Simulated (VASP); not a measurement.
# Cu (I4/mmm) in VASP: single point with r2SCAN

Aim: the single point of Cu with r2SCAN.

Program: VASP 6.6.1. These are calculated values, not measurements. Logs are shortened: lines on timing, memory, paths and dates and some standing lists are left out, and cuts for length are marked.

### Step 1. The cell of the first run

It takes space group I4/mmm (No. 139, tetragonal). The conventional cell has a = 2.886 Å, b = 2.886 Å, c = 2.752 Å, α = 90.00°, β = 90.00°, γ = 90.00°. Within 3.2 Å of Cu (site symmetry 4/mmm) lie 14 Cu at 2.46 to 2.89 Å.

### Step 2. Single point, r2SCAN

POSCAR reads:

```
Cu
1.0
    1.4427933200     -1.4427933200     -1.3760814500
    1.4427933200      1.4427933200     -1.3760814500
    2.8855866400      0.0000000000      2.7521629000
Cu
2
Direct
    0.0000000000      0.0000000000      0.0000000000
    0.5000000000      0.5000000000      0.5000000000
```

INCAR.step1 reads:

```
SYSTEM = Cu
PREC     = Accurate       ! precision mode
ENCUT    = 520            ! plane-wave cutoff, eV
ISMEAR   = 0              ! smearing method
SIGMA    = 0.15           ! smearing width, eV
LREAL    = .FALSE.        ! projectors in reciprocal space
LASPH    = .TRUE.         ! aspherical terms in the spheres
NELM     = 60             ! most SCF steps
NBANDS   = 18             ! bands
GGA      = PE             ! functional
ALGO     = Normal         ! electronic algorithm
EDIFF    = 1E-4           ! SCF threshold, eV
LWAVE    = .TRUE.         ! write WAVECAR
LCHARG   = .FALSE.        ! write CHGCAR
```

INCAR.step2 reads:

```
SYSTEM = Cu
PREC     = Accurate       ! precision mode
ENCUT    = 520            ! plane-wave cutoff, eV
EDIFF    = 1E-7           ! SCF threshold, eV
ISMEAR   = 0              ! smearing method
SIGMA    = 0.15           ! smearing width, eV
LREAL    = .FALSE.        ! projectors in reciprocal space
LASPH    = .TRUE.         ! aspherical terms in the spheres
NELM     = 60             ! most SCF steps
ALGO     = Normal         ! electronic algorithm
ISIF     = 2              ! what is computed and relaxed
LWAVE    = .FALSE.        ! write WAVECAR
LCHARG   = .FALSE.        ! write CHGCAR
METAGGA  = R2SCAN         ! meta-GGA
LMIXTAU  = .TRUE.       
NBANDS   = 18             ! bands
ISTART   = 1
```

KPOINTS reads:

```
Automatic mesh
0
G
  20 20 12
  0 0 0
```

Potentials or basis: VASP PAW PBE potentials, release 64 (Cu).

The run is started by

```
$ cat potpaw_PBE.64/Cu/POTCAR > POTCAR
$ cp INCAR.step1 INCAR
$ mpirun -np 1 vasp_std > vasp.out
$ cp INCAR.step2 INCAR
$ mpirun -np 1 vasp_std > vasp.out
```

OUTCAR:

```text
SYSTEM = Cu
   PREC = Accurate
   ENCUT = 520
   EDIFF = 1E-7
   ISMEAR = 0
   LREAL = .FALSE.
   LASPH = .TRUE.
   NELM = 60
   ISIF = 2
   METAGGA = R2SCAN
   ISTART = 1

 ion  position               nearest neighbor table
   1  0.000  0.000  0.000-   2 2.46   2 2.46   2 2.46   2 2.46   2 2.75   2 2.75
   2  0.500  0.500  0.500-   1 2.46   1 2.46   1 2.46   1 2.46   1 2.75   1 2.75

  LATTYP: Found a base centered monoclinic cell.
 ALAT       =     3.9876071628
 B/A-ratio  =     0.7236386440
 C/A-ratio  =     1.0000000000
 COS(beta)  =    -0.0473057741

  Lattice vectors:

 A1 = (  -1.4427933200,   1.4427933200,   1.3760814500)
 A2 = (  -1.4427933200,  -1.4427933200,   1.3760814500)
 A3 = (   2.8855866400,   0.0000000000,   2.7521629000)

Analysis of symmetry for initial positions (statically):
=====================================================================
 Subroutine PRICEL returns following result:

  LATTYP: Found a body centered tetragonal cell.
 ALAT       =     2.8855866400
 C/A-ratio  =     0.9537620052

  Lattice vectors:

 A1 = (   1.4427933200,   1.4427933200,   1.3760814500)
 A2 = (  -1.4427933200,  -1.4427933200,   1.3760814500)
 A3 = (   1.4427933200,  -1.4427933200,  -1.3760814500)

   2 primitive cells build up your supercell.

 Routine SETGRP: Setting up the symmetry group for a
 base centered monoclinic supercell.

 Subroutine GETGRP returns: Found  4 space group operations
 (whereof  4 operations were pure point group operations)
 out of a pool of  4 trial point group operations.

The static configuration has the point symmetry C_2h.

Analysis of symmetry for dynamics (positions and initial velocities):
=====================================================================
 Subroutine PRICEL returns following result:

  LATTYP: Found a body centered tetragonal cell.
 ALAT       =     2.8855866400
 C/A-ratio  =     0.9537620052

  Lattice vectors:

 A1 = (   1.4427933200,   1.4427933200,   1.3760814500)
 A2 = (  -1.4427933200,  -1.4427933200,   1.3760814500)
 A3 = (   1.4427933200,  -1.4427933200,  -1.3760814500)

   2 primitive cells build up your supercell.

 Routine SETGRP: Setting up the symmetry group for a
 base centered monoclinic supercell.
[... 95 lines left out ...]
   ISTART =      1    job   : 0-new  1-cont  2-samecut
   ICHARG =      0    charge: 1-file 2-atom 10-const
   ISPIN  =      1    spin polarized calculation?
   LNONCOLLINEAR =      F non collinear calculations
   LSORBIT =      F    spin-orbit coupling
   LASPH  =      T    aspherical Exc in radial PAW
   ENCUT  =  520.0 eV  38.22 Ry    6.18 a.u.   4.58  4.58  7.41*2*pi/ulx,y,z
   NELM   =     60;   NELMIN=  2; NELMDL=  0     # of ELM steps
   EDIFF  = 0.1E-06   stopping-criterion for ELM
   LREAL  =      F    real-space projection
   EDIFFG = 0.1E-05   stopping-criterion for IOM
   NSW    =      0    number of steps for IOM
   IBRION =     -1    ionic relax: 0-MD 1-quasi-New 2-CG
   NFREE  =      0    steps in history (QN), initial steepest desc. (CG)
   ISIF   =      2    stress and relaxation
   ISYM   =      2    0-nonsym 1-usesym 2-fastsym
   POTIM  = 0.5000    time-step for ionic-motion
   TEBEG  =    0.0;   TEEND  =   0.0 temperature during run
   PSTRESS=    0.0 pullay stress
   NELECT =      22.0000    total number of electrons
   NUPDOWN=      -1.0000    fix difference up-down
   EMIN   =  10.00;   EMAX   =-10.00  energy-range for DOS
   EFERMI =   0.00;   METHOD = LEGACY
   ISMEAR =     0;   SIGMA  =   0.15  broadening in eV -4-tet -1-fermi 0-gaus
   EFERMI_NEDOS =   21; number of points for ismear=-14 and -15
   IALGO  =     38    algorithm
   IMIX   =      4    mixing-type and parameters
     AMIX     =   0.40;   BMIX     =  1.00
     AMIX_MAG =   1.60;   BMIX_MAG =  1.00
  volume/ion in A,a.u.               =      11.46        77.32
  Fermi-wavevector in a.u.,A,eV,Ry     =   1.614984  3.051878 35.486359  2.608174
  Thomas-Fermi vector in A             =   2.709805
   LORBIT       =      0    0 simple, 1 ext, 2 COOP (PROOUT), +10 PAW based schemes
   METAGGA = R2SCAN    functional components
   LHFCALC =     F    Hartree Fock is set to
   AEXX    =    0.0000 exact exchange contribution
   IVDW    =     0    specifies the selected vdW correction
   LEPSILON=     F    determine dielectric tensor
   LRPA    =     F    only Hartree local field effects (RPA)
 non-spin polarized calculation
 Gauss-broadening in eV      SIGMA  =   0.15
  energy-cutoff  :      520.00
  volume of cell :       22.92
 maximum number of plane-waves:       636
   NGX =  9   NGY =  9   NGZ = 15

 number of electron      22.0000013 magnetization

 Free energy of the ion-electron system (eV)
  ---------------------------------------------------
  ext. energy  EPLUGINS =         0.00000000
  ---------------------------------------------------
  free energy    TOTEN  =       -21.58413418 eV

  energy without entropy =      -21.57636927  energy(sigma->0) =      -21.58025172

 E-fermi :   7.7705     XC(G=0): -13.9539

 val. band max:        7.7686942377   @ k =  -0.1500   0.0000   0.1667
 cond. band min:       7.7722077655   @ k =  -0.1000   0.5000   0.1667
 fundamental gap:      0.0035135278
 Fermi energy:         7.7705297559

 k-point     1 :       0.0000    0.0000    0.0000
  band No.  band energies     occupation
      1      -2.1314      2.00000
      2       2.4144      2.00000
      3       3.6177      2.00000
      4       4.3369      2.00000
      5       4.5315      2.00000
      6       4.5317      2.00000
[... 481 lines left out ...]
      5       4.0464      2.00000
      6       4.2497      2.00000
[... 10 lines left out ...]
     17      23.4430      0.00000
     18      30.0958      0.00000

 [... further k-points ...]

------------------------ aborting loop because EDIFF is reached ----------------------------------------

  FORCE on cell =-STRESS in cart. coord.  units (eV):
  Direction    XX          YY          ZZ          XY          YZ          ZX
  --------------------------------------------------------------------------------------
  -------------------------------------------------------------------------------------
  Total        0.1339102      0.1692748      0.1335079      0.0000000      0.0000000      0.0102481
  in kB        9.3622845     11.8347882      9.3341599      0.0000000      0.0000000      0.7164929
  external PRESSURE =      10.1770775 kB  Pullay stress =       0.0000000 kB

 VOLUME and BASIS-vectors are now :
 -----------------------------------------------------------------------------
  energy-cutoff  :      520.00
  volume of cell :       22.92
      direct lattice vectors                 reciprocal lattice vectors
     1.442793320 -1.442793320 -1.376081450     0.173274991 -0.346549983 -0.181675293
     1.442793320  1.442793320 -1.376081450     0.173274991  0.346549983 -0.181675293
     2.885586640  0.000000000  2.752162900     0.173274991  0.000000000  0.181675293

 POSITION                                       TOTAL-FORCE (eV/Angst)
 -----------------------------------------------------------------------------------
      0.00000      0.00000      0.00000         0.000000     -0.000000     -0.000000
      2.88559      0.00000      0.00000        -0.000000      0.000000      0.000000
 -----------------------------------------------------------------------------------
    total drift:                               -0.000000     -0.000000     -0.000000

  FREE ENERGIE OF THE ION-ELECTRON SYSTEM (eV)
  ---------------------------------------------------
  free  energy   TOTEN  =       -21.5841341808 eV

  energy  without entropy=      -21.5763692686  energy(sigma->0) =      -21.58025172
```

Wall time 9.8 min (1 thread of Intel Xeon 6975P-C (Granite Rapids), shared host); peak memory 0.49 GiB.

Results:

| Property | Result |
| --- | --- |
| Free energy | -21.5841 eV |
| Pressure | 1.0 GPa |
| Band gap on the k mesh | zero (bands 11 and 12 overlap by 6.96 eV) |

Stress tensor (GPa, compression positive):
```
0.94 0.00 0.07
0.00 1.18 0.00
0.07 0.00 0.93
```

Levels at points of the mesh, in eV from the Fermi level:
| k point | band 9 | band 10 | band 11 | band 12 | band 13 | band 14 |
| --- | --- | --- | --- | --- | --- | --- |
| (0.00, 0.00, 0.00) | -2.16 | -2.05 | -1.46 | -0.55 | 4.95 | 18.13 |
| (0.50, 0.00, 0.00) | -2.12 | -2.12 | 0.28 | 0.28 | 9.15 | 9.15 |
| (0.50, 0.50, 0.00) | -1.60 | -1.46 | -0.55 | 4.95 | 8.18 | 8.18 |
| (0.00, 0.00, 0.50) | -2.36 | -2.36 | -2.23 | -2.23 | 14.76 | 14.76 |
| (0.50, 0.00, 0.50) | -1.49 | -1.46 | -0.94 | -0.55 | 4.41 | 4.95 |
| (0.50, 0.50, 0.50) | -1.54 | -1.54 | 3.64 | 3.64 | 6.02 | 6.02 |

Caveat: the PAW data sets were made with another functional, which shifts forces and pressure a little.
